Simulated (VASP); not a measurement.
ZnO (an interface model):

```
Zn O
1.0
     3.22992    0.00000    0.00000
    -1.61496    2.79720    0.00000
     0.00000    0.00000    5.21452
Zn O
2 2
Direct
  0.66667 0.33333 0.49854
  0.33333 0.66667 0.99854
  0.33333 0.66667 0.37746
  0.66667 0.33333 0.87746
```

Program: VASP 6.6.1. Alike in all runs: task single point; potentials or basis VASP PAW PBE potentials, release 64 (Zn, O); no spin polarisation; cell as given; smearing fermi-dirac 0.05 eV. Hardware: 1 thread of Intel(R) Xeon(R) 6975P-C (Granite Rapids), with other jobs on the host.

Problem. Order these runs on this cell by their wall time, lowest first.
A. level PBEsol; k mesh 6 × 6 × 4; cutoff (eV) 520
B. level r2SCAN; k mesh 4 × 4 × 2; cutoff (eV) 580
C. level HSE06; k mesh 4 × 4 × 2; cutoff (eV) 520; grid for exact exchange (PRECFOCK) Normal; screening parameter 0.2079 1/Å

Solution. A (13 s), B (38 s), C (520 s).

Caveats: some runs use coarse meshes.
